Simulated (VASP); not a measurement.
Wanted: the native input for a VASP 6.6.1 run.

```
Task                   : single point
Functional             : PBEsol
Potentials or basis    : VASP PAW PBE potentials, release 64 (Cu, Ge_d)
Cutoff                 : 350 eV
k mesh                 : 2 × 3 × 3
Occupations            : gaussian, width 0.03 eV
Spin                   : collinear spin
Starting moments       : [3.0, 0.0, 0.0, 0.0, 0.0, 0.0, 0.0, 0.0, 0.0, 0.0, 0.0, 0.0, 0.0, 0.0, 0.0, 0.0, 0.0, 0.0, 0.0, 0.0, 0.0, 0.0, 0.0, 0.0] μB
Fixed moment           : 3 μB
Hubbard terms          : Cu d U = 5 eV
Dq                     : 0
Further INCAR settings : LREAL = Auto; ALGO = Normal; EDIFF = 1e-05; NBANDS = 188; ISYM = 0
```

The structure of CuGe23 (a cell with a defect) lies in POSCAR:

```
CuGe23                                  
1.0
    0.0000000000      8.4863100000      8.4863100000
    5.6575400000      0.0000000000      5.6575400000
    5.6575400000      5.6575400000      0.0000000000
  Cu              Ge            
     1    23
Direct
     0.9997845806103637    0.0004641225729317    0.9981968130540594
     0.0006844431560808    0.0023887146969546    0.4953456694322084
     0.0011871055331935    0.4979780686574852    0.0017106155070032
     0.0016794340678711    0.4958068289107706    0.4964752163893178
     0.3289508089723974    0.0009779625105509    0.0028907142349665
     0.3284108972601560    0.0027256521864391    0.4999144740828792
     0.3283422678112448    0.5011966154689039    0.0045477622885648
     0.3308684968183000    0.5000952882276103    0.5035282754013516
     0.6674923687298370    0.0011213710172493    0.0004758771919635
     0.6654810512181369    0.9993401320503220    0.4964987280654549
     0.6664321067913790    0.4961755743133834    0.0032404523177432
     0.6657628383247175    0.4983038022503877    0.5019659925187966
     0.0780414097847093    0.1212290941692507    0.1187124291665520
     0.0784952113336991    0.1189594100338623    0.6395126297024195
     0.0784100835183859    0.6415792311844494    0.1198582186673836
     0.0815216713526208    0.6254492205903607    0.6248586554496308
     0.4170396716220903    0.1251596042060675    0.1238159004004928
     0.4158477495525828    0.1224115056141790    0.6258618631698238
     0.4168060030905295    0.6238407227079283    0.1260219680577576
     0.4174258384274236    0.6255048745911775    0.6273673072880589
     0.7599287808026758    0.1193391031386339    0.1195805517345420
     0.7512993211153516    0.1202813186665932    0.6243587681984368
     0.7517430075268715    0.6248845362601951    0.1239434103808893
     0.7525298525793799    0.6223932459743343    0.6261697072997041
```

These files were run (other wordings do the same):

INCAR

```
SYSTEM = CuGe23
PREC = Accurate ; ENCUT = 350
EDIFF = 1E-5 ; ISMEAR = 0
SIGMA = 0.03 ; LREAL = Auto
LASPH = .True. ; NELM = 120
ALGO = Normal ; ISIF = 2
LWAVE = .False. ; LCHARG = .False.
ISPIN = 2 ; MAGMOM = 3 0 0 0 0 0 0 0 0 0 0 0 0 0 0 0 0 0 0 0 0 0 0 0
LORBIT = 11 ; NUPDOWN = 3
LMAXMIX = 4 ; LDAU = .True.
LDAUTYPE = 2 ; LDAUL = 2 -1
LDAUU = 5 0 ; LDAUJ = 0 0
LDAUPRINT = 1 ; GGA = PS
NBANDS = 188 ; ISYM = 0
KPAR = 4
```

KPOINTS

```
regular mesh
0
Gamma
  2 3 3
  0 0 0
```

Potentials or basis: VASP PAW PBE potentials, release 64 (Cu, Ge_d).

Run with:

```bash
$ cat potpaw_PBE.64/Cu/POTCAR potpaw_PBE.64/Ge_d/POTCAR > POTCAR
$ mpirun -np 4 vasp_std > vasp.out
```

Results of the run:

The largest force is 0.243 eV/Å and the net moment is 3.00 μB per cell. The site moments are Cu +0.20; Ge +0.07, +0.06, +0.15, +0.04, +0.08, +0.05 (each value once) μB and the valence electrons inside the program's atomic spheres are Cu 10.19; Ge 12.39, 12.40, 12.38, 12.37 (each value once).

Caveat: the PAW data sets were made with another functional, which shifts forces and pressure a little; the total moment is fixed, so each spin has its own Fermi level; the U is typed as a test and isn't derived for this compound.

Wall time 12 min on 4 MPI ranks on Intel(R) Xeon(R) 6975P-C (Granite Rapids), on a shared host, peak memory 1.1 GiB a rank.
